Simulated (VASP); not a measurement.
A run of VASP 6.6.1:

INCAR

```
ALGO = Normal
EDIFF = 1E-6
ENCUT = 520
GGA = PS
ISIF = 2
ISMEAR = 0
LASPH = True
LCHARG = False
LREAL = False
LWAVE = False
NBANDS = 31
NELM = 60
PREC = Accurate
SIGMA = 0.05
```

KPOINTS

```
k-points
0
Gamma
  6 6 6
```

The input POSCAR:

```
HfO2
1.0
    0.0000000000     -2.5220673945     -2.5220673945
    0.0000000000      2.5220673945     -2.5220673945
    5.0441347890      0.0000000000      0.0000000000
Hf O
2 4
Direct
    0.0047976513     -0.0047976513      0.0000000000
    0.4952023487      0.5047976513      0.5000000000
   -0.0001908559      0.4998091441      0.7500000000
    0.5001908559      0.0001908559      0.2500000000
   -0.0001908559      0.4998091441      0.2500000000
    0.5001908559      0.0001908559      0.7500000000
```

Potentials or basis: VASP PAW PBE potentials, release 64 (Hf_pv, O).

Command:

```console
$ cat potpaw_PBE.64/Hf_pv/POTCAR potpaw_PBE.64/O/POTCAR > POTCAR
$ mpirun -np 1 vasp_std > vasp.out
```

Hardware: 1 thread of AMD EPYC 9R45 (Zen 5), with other jobs on the host.

Problem. How long does it take, and how much memory?

Solution. Run time: 92 s on 1 thread of AMD EPYC 9R45 (Zen 5), on a shared host, peak memory 0.19 GiB. Counts: scf iterations 14, k points 52.
